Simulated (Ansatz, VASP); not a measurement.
# HfTi2Si2 in VASP and in Ansatz

```
Hf Ti Si
1.0
     3.92464    0.00000    0.00000
    -1.96232    3.39884    0.00000
     0.00000    0.00000    6.86304
Hf Ti Si
1 2 2
Cartesian
  0.0000 0.0000 0.0000
  1.9623 1.1329 2.5338
  0.0000 2.2659 4.3292
  0.0000 2.2659 1.5007
  1.9623 1.1329 5.3623
```

Change from the starting cell: species swapped into the Li2MnO2 type (P-3m1, No. 164).

Alike in both runs: functional PBE; k mesh 12 × 12 × 6; occupations gaussian, width 0.1 eV; no spin polarisation.

Ansatz relaxed the structure, and its values are those at the end. VASP's run is a single point on that final structure, the one shown.

|  | VASP | Ansatz |
| --- | --- | --- |
| version | VASP 6.6.1 | Ansatz 0.2.0 |
| potentials or method | VASP PAW PBE potentials, release 64 (Hf_pv, Ti_sv, Si), cutoff 520 eV | scalar-relativistic, plane waves, PAW |
| valence electrons in the cell | 42 | 58 |

|  | VASP | Ansatz | Ansatz less VASP |
| --- | --- | --- | --- |
| gap on the k mesh at the Fermi level (eV) | none | none | - |
| pressure (GPa) | -0.1 | 0.0 | +0.07 |
| rms of the force components (eV/Å) | 0.003 | 0.001 | -0.0028 |

A gap of «none» marks a metal or a gap that the smearing closes. The functional is the same, so the differences come from potentials, cutoffs and numerics. VASP's potentials hold 42 valence electrons a cell and Ansatz's 58, so a difference there can come from the potentials and not from the codes.

Spin-orbit coupling is off throughout.
